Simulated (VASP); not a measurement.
# TiHg (P4/mmm) in VASP: notebook, part 3 of 3

VASP 6.6.1.

## 4. Single point, LDA

This run uses another cell than the first one, of 19.03 Å³/atom, 1.040 times its volume.

Contents of INCAR:

```
PREC = Accurate
ENCUT = 520
EDIFF = 1E-6
ISMEAR = -1
SIGMA = 0.05
LREAL = False
LASPH = True
NELM = 60
ALGO = Normal
ISIF = 2
LWAVE = False
LCHARG = True
LELF = True
LVHAR = True
NBANDS = 19
```

Contents of KPOINTS:

```
Automatic mesh
0
Gamma
  10 10 7
```

Contents of POSCAR:

```
TiHg
1.0
    3.0485966461      0.0000000000      0.0000000000
    0.0000000000      3.0485966461      0.0000000000
    0.0000000000      0.0000000000      4.0941771508
Ti Hg
1 1
Direct
    0.5000000000      0.5000000000      0.5000000000
    0.0000000000      0.0000000000      0.0000000000
```

Potentials or basis: VASP PAW LDA potentials, release 64 (Ti_sv, Hg).

The run is started by

```sh
$ cat potpaw_LDA.64/Ti_sv/POTCAR potpaw_LDA.64/Hg/POTCAR > POTCAR
$ mpirun -np 1 vasp_std > vasp.out
```

OUTCAR:

```text
PREC = Accurate
   ENCUT = 520
   EDIFF = 1E-6
   ISMEAR = -1
   LREAL = False
   LASPH = True
   NELM = 60
   ISIF = 2

 ion  position               nearest neighbor table
   1  0.500  0.500  0.500-   2 2.97   2 2.97   2 2.97   2 2.97   2 2.97   2 2.97   2 2.97   2 2.97

   2  0.000  0.000  0.000-   1 2.97   1 2.97   1 2.97   1 2.97   1 2.97   1 2.97   1 2.97   1 2.97

  LATTYP: Found a simple tetragonal cell.
 ALAT       =     3.0485966461
 C/A-ratio  =     1.3429710867

  Lattice vectors:

 A1 = (   3.0485966461,   0.0000000000,   0.0000000000)
 A2 = (   0.0000000000,   3.0485966461,   0.0000000000)
 A3 = (   0.0000000000,   0.0000000000,   4.0941771508)

Analysis of symmetry for initial positions (statically):
=====================================================================
 Subroutine PRICEL returns:
 Original cell was already a primitive cell.

 Routine SETGRP: Setting up the symmetry group for a
 simple tetragonal supercell.

 Subroutine GETGRP returns: Found 16 space group operations
 (whereof 16 operations were pure point group operations)
 out of a pool of 16 trial point group operations.

The static configuration has the point symmetry D_4h.

Analysis of symmetry for dynamics (positions and initial velocities):
=====================================================================
 Subroutine PRICEL returns:
 Original cell was already a primitive cell.

 Routine SETGRP: Setting up the symmetry group for a
 simple tetragonal supercell.

 Subroutine GETGRP returns: Found 16 space group operations
 (whereof 16 operations were pure point group operations)
 out of a pool of 16 trial point group operations.

The dynamic configuration has the point symmetry D_4h.

 Subroutine INISYM returns: Found 16 space group operations
 (whereof 16 operations are pure point group operations),
 and found     1 'primitive' translations

----------------------------------------------------------------------------------------

                                     Primitive cell

  volume of cell :      38.0510

  direct lattice vectors                    reciprocal lattice vectors
     3.048596646  0.000000000  0.000000000     0.328019780  0.000000000  0.000000000
     0.000000000  3.048596646  0.000000000     0.000000000  0.328019780  0.000000000
     0.000000000  0.000000000  4.094177151     0.000000000  0.000000000  0.244249324

  length of vectors
     3.048596646  3.048596646  4.094177151     0.328019780  0.328019780  0.244249324

  position of ions in fractional coordinates (direct lattice)
     0.500000000  0.500000000  0.500000000
     0.000000000  0.000000000  0.000000000

  ion indices of the primitive-cell ions
   primitive index   ion index
                 1           1
                 2           2

----------------------------------------------------------------------------------------

 KPOINTS: Automatic mesh

Automatic generation of k-mesh.
 Grid dimensions read from file:
 generate k-points for:   10   10    7

 Generating k-lattice:

  Cartesian coordinates                     Fractional coordinates (reciprocal lattice)
     0.032801978  0.000000000  0.000000000     0.100000000  0.000000000  0.000000000
     0.000000000  0.032801978  0.000000000     0.000000000  0.100000000  0.000000000
     0.000000000  0.000000000  0.034892761     0.000000000  0.000000000  0.142857143

  Length of vectors
     0.032801978  0.032801978  0.034892761

  Shift w.r.t. Gamma in fractional coordinates (k-lattice)
     0.000000000  0.000000000  0.000000000

 Subroutine IBZKPT returns following result:
 ===========================================

 Found     84 irreducible k-points:

 Following reciprocal coordinates:
            Coordinates               Weight
  0.000000  0.000000  0.000000      1.000000
  0.100000  0.000000  0.000000      4.000000
  0.200000  0.000000  0.000000      4.000000
  0.300000  0.000000  0.000000      4.000000
  0.400000  0.000000  0.000000      4.000000
  0.500000  0.000000  0.000000      2.000000
[... 16 lines left out ...]
  0.100000  0.000000  0.142857      8.000000
  0.200000  0.000000  0.142857      8.000000
 [... further k-points ...]
   k-points           NKPTS =     84   k-points in BZ     NKDIM =     84   number of bands    NBANDS=     19
   number of dos      NEDOS =    301   number of ions     NIONS =      2
   total plane-waves  NPLWV =  17280
   dimension x,y,z NGX =    24 NGY =   24 NGZ =   30
   dimension x,y,z NGXF=    48 NGYF=   48 NGZF=   60
   ions per type =               1   1
   NGX,Y,Z   is equivalent  to a cutoff of  13.09, 13.09, 12.18 a.u.
   NGXF,Y,Z  is equivalent  to a cutoff of  26.18, 26.18, 24.36 a.u.
 SYSTEM =  unknown system
   PREC   = accura    normal or accurate (medium, high low for compatibility)
   ISTART =      0    job   : 0-new  1-cont  2-samecut
   ICHARG =      2    charge: 1-file 2-atom 10-const
   ISPIN  =      1    spin polarized calculation?
   LNONCOLLINEAR =      F non collinear calculations
   LSORBIT =      F    spin-orbit coupling
   LASPH  =      T    aspherical Exc in radial PAW
   ENCUT  =  520.0 eV  38.22 Ry    6.18 a.u.   5.67  5.67  7.61*2*pi/ulx,y,z
   NELM   =     60;   NELMIN=  2; NELMDL= -5     # of ELM steps
   EDIFF  = 0.1E-05   stopping-criterion for ELM
   LREAL  =      F    real-space projection
   EDIFFG = 0.1E-04   stopping-criterion for IOM
   NSW    =      0    number of steps for IOM
   IBRION =     -1    ionic relax: 0-MD 1-quasi-New 2-CG
   NFREE  =      0    steps in history (QN), initial steepest desc. (CG)
   ISIF   =      2    stress and relaxation
   ISYM   =      2    0-nonsym 1-usesym 2-fastsym
   POTIM  = 0.5000    time-step for ionic-motion
   TEBEG  =    0.0;   TEEND  =   0.0 temperature during run
   PSTRESS=    0.0 pullay stress
   NELECT =      24.0000    total number of electrons
   NUPDOWN=      -1.0000    fix difference up-down
   EMIN   =  10.00;   EMAX   =-10.00  energy-range for DOS
   EFERMI =   0.00;   METHOD = LEGACY
   ISMEAR =    -1;   SIGMA  =   0.05  broadening in eV -4-tet -1-fermi 0-gaus
   EFERMI_NEDOS =   21; number of points for ismear=-14 and -15
   IALGO  =     38    algorithm
   IMIX   =      4    mixing-type and parameters
     AMIX     =   0.40;   BMIX     =  1.00
     AMIX_MAG =   1.60;   BMIX_MAG =  1.00
  volume/ion in A,a.u.               =      19.03       128.39
  Fermi-wavevector in a.u.,A,eV,Ry     =   1.403965  2.653110 26.818698  1.971119
  Thomas-Fermi vector in A             =   2.526574
   LORBIT       =      0    0 simple, 1 ext, 2 COOP (PROOUT), +10 PAW based schemes
   GGA     = CA    functional components
   LHFCALC =     F    Hartree Fock is set to
   AEXX    =    0.0000 exact exchange contribution
   IVDW    =     0    specifies the selected vdW correction
   LEPSILON=     F    determine dielectric tensor
   LRPA    =     F    only Hartree local field effects (RPA)
 non-spin polarized calculation
  energy-cutoff  :      520.00
  volume of cell :       38.05
 maximum number of plane-waves:      1040
 NGX is ok and might be reduce to    24
   NGX = 11   NGY = 11   NGZ = 15

 number of electron      24.0000012 magnetization

 Free energy of the ion-electron system (eV)
  ---------------------------------------------------
  ext. energy  EPLUGINS =         0.00000000
  ---------------------------------------------------
  free energy    TOTEN  =        -9.74367145 eV

  energy without entropy =       -9.71623573  energy(sigma->0) =       -9.72995359

 E-fermi :   5.8261     XC(G=0): -11.8681

 val. band max:        5.8200598455   @ k =   0.3000   0.1000   0.1429
 cond. band min:       5.8281198722   @ k =   0.3000   0.0000   0.2857
 fundamental gap:      0.0080600267
 Fermi energy:         5.8260556358

 k-point     1 :       0.0000    0.0000    0.0000
  band No.  band energies     occupation
      1     -50.6088      2.00000
      2     -27.3757      2.00000
      3     -27.0519      2.00000
      4     -27.0519      2.00000
      5      -3.2858      2.00000
      6      -2.5328      2.00000
[... 11 lines left out ...]
     18      14.2636      0.00000
     19      14.2636      0.00000
[... 485 lines left out ...]
 k-point    24 :       0.2000    0.0000    0.1429
  band No.  band energies     occupation
      1     -50.6003      2.00000
      2     -27.3702      2.00000
      3     -27.1342      2.00000
      4     -27.0451      2.00000
      5      -2.6452      2.00000
      6      -1.9686      2.00000
[... 11 lines left out ...]
     18      14.7266      0.00000
     19      15.9655      0.00000

 [... further k-points ...]

------------------------ aborting loop because EDIFF is reached ----------------------------------------

  FORCE on cell =-STRESS in cart. coord.  units (eV):
  Direction    XX          YY          ZZ          XY          YZ          ZX
  --------------------------------------------------------------------------------------
  -------------------------------------------------------------------------------------
  Total       -2.3315995     -2.3315995     -2.1791896      0.0000000      0.0000000      0.0000000
  in kB      -98.1743342    -98.1743342    -91.7569645      0.0000000      0.0000000      0.0000000
  external PRESSURE =     -96.0352110 kB  Pullay stress =       0.0000000 kB

 VOLUME and BASIS-vectors are now :
 -----------------------------------------------------------------------------
  energy-cutoff  :      520.00
  volume of cell :       38.05
      direct lattice vectors                 reciprocal lattice vectors
     3.048596646  0.000000000  0.000000000     0.328019780  0.000000000  0.000000000
     0.000000000  3.048596646  0.000000000     0.000000000  0.328019780  0.000000000
     0.000000000  0.000000000  4.094177151     0.000000000  0.000000000  0.244249324

 POSITION                                       TOTAL-FORCE (eV/Angst)
 -----------------------------------------------------------------------------------
      1.52430      1.52430      2.04709         0.000000      0.000000      0.000000
      0.00000      0.00000      0.00000         0.000000      0.000000      0.000000
 -----------------------------------------------------------------------------------
    total drift:                                0.000000      0.000000     -0.000000

  FREE ENERGIE OF THE ION-ELECTRON SYSTEM (eV)
  ---------------------------------------------------
  free  energy   TOTEN  =        -9.7436714514 eV

  energy  without entropy=       -9.7162357341  energy(sigma->0) =       -9.72995359
```

OSZICAR:

```text
N       E                     dE             d eps       ncg     rms          rms(c)
DAV:   1     0.239167270291E+03    0.23917E+03   -0.13011E+04  3216   0.145E+03
DAV:   2     0.498664971041E+01   -0.23418E+03   -0.22809E+03  3249   0.401E+02
DAV:   3    -0.105321148941E+02   -0.15519E+02   -0.15332E+02  5170   0.973E+01
DAV:   4    -0.110955657974E+02   -0.56345E+00   -0.55735E+00  3904   0.139E+01
DAV:   5    -0.111054391500E+02   -0.98734E-02   -0.98708E-02  3754   0.185E+00    0.945E+00
DAV:   6    -0.989320418630E+01    0.12122E+01   -0.50721E+00  3430   0.207E+01    0.328E+00
DAV:   7    -0.977729126733E+01    0.11591E+00   -0.79043E-01  3595   0.826E+00    0.344E+00
DAV:   8    -0.974786590650E+01    0.29425E-01   -0.92845E-02  3539   0.257E+00    0.152E+00
DAV:   9    -0.974363080641E+01    0.42351E-02   -0.10625E-02  3646   0.115E+00    0.153E-01
DAV:  10    -0.974367313195E+01   -0.42326E-04   -0.82038E-04  4533   0.223E-01    0.729E-02
DAV:  11    -0.974367217004E+01    0.96191E-06   -0.18852E-04  3583   0.116E-01    0.165E-02
DAV:  12    -0.974367214849E+01    0.21551E-07   -0.22669E-05  4034   0.475E-02    0.760E-03
DAV:  13    -0.974367145142E+01    0.69707E-06   -0.30181E-06  3108   0.165E-02
   1 F= -.97436715E+01 E0= -.97299536E+01  d E =-.274357E-01
```

stdout:

```text
POSCAR found type information on POSCAR TiHg
 POSCAR found :  2 types and       2 ions
 scaLAPACK will be used
 LDA part: xc-table for (Slater(with rela. corr.)+CA(PZ))
 , standard interpolation
 POSCAR, INCAR and KPOINTS ok, starting setup
 FFT: planning ... GRIDC
 FFT: planning ... GRID_SOFT
 FFT: planning ... GRID
 WAVECAR not read
 entering main loop
```

Wall time 71 s (1 thread of AMD EPYC 7R13, shared host); peak memory 0.15 GiB.

Results:

```yaml
Free_energy: -9.7437 eV
Pressure: -9.6 GPa
Band_gap_on_the_k_mesh: zero (band 12 reaches 6.36 eV, above the bottom of band 13 at 5.45 eV)
```

Caveat: spin-orbit coupling is left out, which moves the levels of the heavy elements.

## 5. Single point, LDA

This run uses another cell than the first one, of 19.39 Å³/atom, 1.060 times its volume.

Contents of INCAR:

```
ALGO = Normal
EDIFF = 1E-7
ENCUT = 520
ISIF = 2
ISMEAR = -1
LASPH = T
LCHARG = F
LREAL = F
LWAVE = F
NBANDS = 19
NELM = 60
PREC = Accurate
SIGMA = 0.05
```

Contents of KPOINTS:

```
k-points
0
Gamma
  10 10 7
```

Contents of POSCAR:

```
TiHg
1.0
    3.0680149827      0.0000000000      0.0000000000
    0.0000000000      3.0680149827      0.0000000000
    0.0000000000      0.0000000000      4.1202554154
Ti Hg
1 1
Direct
    0.5000000000      0.5000000000      0.5000000000
    0.0000000000      0.0000000000      0.0000000000
```

The run is started by

```sh
$ cat potpaw_LDA.64/Ti_sv/POTCAR potpaw_LDA.64/Hg/POTCAR > POTCAR
$ mpirun -np 1 vasp_std > vasp.out
```

It took 77 s on 1 thread of AMD EPYC 7R13, shared host; peak memory 0.16 GiB.

Results (log left out):

* Free energy: -9.6966 eV
* Pressure: -11.2 GPa
* Band gap on the k mesh: zero (band 12 reaches 6.17 eV, above the bottom of band 13 at 5.28 eV)

Stress tensor (GPa, compression positive):
```
-11.32   0.00   0.00
  0.00 -11.32   0.00
  0.00   0.00 -10.84
```

Levels at points of the mesh, in eV from the Fermi level:
```tsv
k point	band 10	band 11	band 12	band 13	band 14	band 15
(0.00, 0.00, 0.00)	-6.44	-0.40	-0.32	1.22	1.79	1.79
(0.50, 0.00, 0.00)	-3.55	-3.55	-0.94	-0.36	1.08	1.62
(0.50, 0.50, 0.00)	-2.15	0.32	0.32	1.06	1.06	1.24
```

Caveat: spin-orbit coupling is left out, which moves the levels of the heavy elements.

## 6. The runs side by side

```csv
cell,gap on the mesh (eV),pressure (GPa)
"a = 3.009, b = 3.009, c = 4.041 Å, 2 atoms",none,-5.9
"a = 3.029, b = 3.029, c = 4.068 Å, 2 atoms",none,-7.8
"a = 3.049, b = 3.049, c = 4.094 Å, 2 atoms",none,-9.6
"a = 3.068, b = 3.068, c = 4.120 Å, 2 atoms",none,-11.2
```

Alike in all rows: task single point; level LDA; potentials or basis VASP PAW LDA potentials, release 64 (Ti_sv, Hg); no spin polarisation; k mesh 10 × 10 × 7; cutoff (eV) 520; smearing fermi-dirac 0.05 eV.

Caveats: spin-orbit coupling is left out, which moves the levels of the heavy elements.

Total energies depend on the potentials used, so only differences within one code and one set of settings carry meaning.
